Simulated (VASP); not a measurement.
A run of VASP 6.6.1 is set up as follows.

INCAR

```
SYSTEM = FeO
PREC = Accurate
ENCUT = 520
EDIFF = 1E-7
ISMEAR = -1
SIGMA = 0.1
LREAL = .FALSE.
LASPH = .TRUE.
NELM = 150
ALGO = Normal
ISIF = 2
LWAVE = .FALSE.
LCHARG = .TRUE.
ISPIN = 2
MAGMOM = 4.4 -4.4 0 0
LORBIT = 11
LMAXMIX = 4
LDAU = .TRUE.
LDAUTYPE = 2
LDAUL = 2 -1
LDAUU = 5.3 0
LDAUJ = 0 0
LDAUPRINT = 1
GGA = PE
LELF = .TRUE.
LVHAR = .TRUE.
ISYM = 0
NBANDS = 26
```

The input KPOINTS:

```
Automatic mesh
0
G
  4 4 4
  0 0 0
```

File POSCAR:

```
FeO
1.0
    4.3300000000      2.1650000000      2.1650000000
    2.1650000000      4.3300000000      2.1650000000
    2.1650000000      2.1650000000      4.3300000000
Fe O
2 2
Direct
    0.0046359000     -0.0112080000      0.0066951000
    0.5053065000      0.4885428000      0.5055458000
    0.2496972000      0.2541545000      0.2415893000
    0.7557636000      0.7456024000      0.7536558000
```

Potentials or basis: VASP PAW PBE potentials, release 64 (Fe, O).

The run is started by

```console
$ cat potpaw_PBE.64/Fe/POTCAR potpaw_PBE.64/O/POTCAR > POTCAR
$ mpirun -np 1 vasp_std > vasp.out
```

Q: Estimate the site moments.

A: Fe +3.75, -3.76; O +0.00, -0.00 μB.

Q: Predict the pressure.

A: 4.9 GPa.

Q: Predict the net moment.

A: 0.00 μB per cell.

Forces in eV/Å, atoms in the order of the input:
```
Fe  -0.017  0.055 -0.095
Fe  -0.019  0.176 -0.067
O    0.139  0.313  0.194
O   -0.103 -0.545 -0.032
```

Caveat: the k points lie up to 0.60 Å⁻¹ apart. The state reached can hang on the start; a lower one may exist.
